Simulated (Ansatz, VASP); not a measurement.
## PbS: VASP beside Ansatz

```
CELL_PARAMETERS angstrom
0.00000 2.96575 2.96575
2.96575 0.00000 2.96575
2.96575 2.96575 0.00000
ATOMIC_POSITIONS crystal
Pb 0.00000 0.00000 0.00000
S 0.50000 0.50000 0.50000
```

Alike in both runs: task single point; functional PBE-based screened hybrid with a share of 0.4 of exact exchange and HFSCREEN = 0.2; k mesh 4 × 4 × 4; occupations fermi-dirac, width 0.05 eV; no spin polarisation.

```csv
,VASP,Ansatz
version,VASP 6.6.1,Ansatz 0.2.0
potentials or method,"VASP PAW PBE potentials, release 64 (Pb_d, S)",Ansatz PAW
plane-wave cutoff (eV),520,420
valence electrons in the cell,20,20
```

```tsv
	VASP	Ansatz	Ansatz less VASP
gap on the k mesh at the Fermi level (eV)	1.12	1.11	-0.008
least direct gap on the mesh (eV)	1.12	1.11	-0.008
pressure (GPa)	0.5	0.6	+0.10
```

VASP's potentials were made for PBE, not for PBE-based screened hybrid. The functional is the same, so the differences come from potentials, cutoffs and numerics.

The k mesh is coarse, so the values compare programs but aren't converged. Neither program's run includes spin-orbit coupling.
